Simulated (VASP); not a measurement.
TaF3: single point with PBE

The system is TaF3.

```xyz
4
Lattice="3.7842 0.0000 0.0000 0.0000 3.7842 0.0000 0.0000 0.0000 3.7842" Properties=species:S:1:pos:R:3 pbc="T T T"
Ta    0.0000    0.0000    0.0000
F     1.8921    0.0000    0.0000
F     0.0000    1.8921    0.0000
F     0.0000    0.0000    1.8921
```

This cell differs from its parent crystal: strain -0.030 along x and y, -0.030 along z.

| Property | Result |
| --- | --- |
| Program | VASP 6.6.1 |
| Task | single point |
| Functional | PBE |
| Potentials or basis | VASP PAW PBE potentials, release 64 (Ta_pv, F) |
| Cutoff | 520 eV |
| k mesh | 12 × 12 × 12 |
| Occupations | gaussian, width 0.15 eV |
| Spin | no spin polarisation |
| Dipole correction | no |
| Further INCAR settings | ALGO = Normal; EDIFF = 1e-06; NBANDS = 24 |

- Pressure: 49.4 GPa
- Band gap on the k mesh: zero (bands 16 and 17 overlap by 3.57 eV)

Levels at points of the mesh, in eV from the Fermi level:
```
           k point  band 12  band 13  band 14  band 15  band 16  band 17  band 18  band 19  band 20  band 21
(0.00, 0.00, 0.00)    -9.92    -9.72    -9.72    -9.72    -1.46    -1.46    -1.46    -0.78     3.18     3.18
(0.50, 0.00, 0.00)   -10.40   -10.08    -9.76    -9.76    -1.35     0.45     0.45     2.10     2.49     3.34
(0.50, 0.50, 0.00)   -10.34   -10.34   -10.05    -9.15     0.58     0.58     1.69     4.05     4.70     5.11
(0.50, 0.50, 0.50)   -12.32    -9.14    -9.14    -9.14     2.11     2.11     2.11     3.11     8.03     8.03
```

Wall time 88 s on 1 thread of Intel Xeon 8259CL, with other jobs on the host, peak memory 0.22 GiB.

Caveat: the cell differs from its parent crystal (strain -0.030 along x and y, -0.030 along z); the cell stands under pressure; spin-orbit coupling is left out, which moves the levels of the heavy elements.
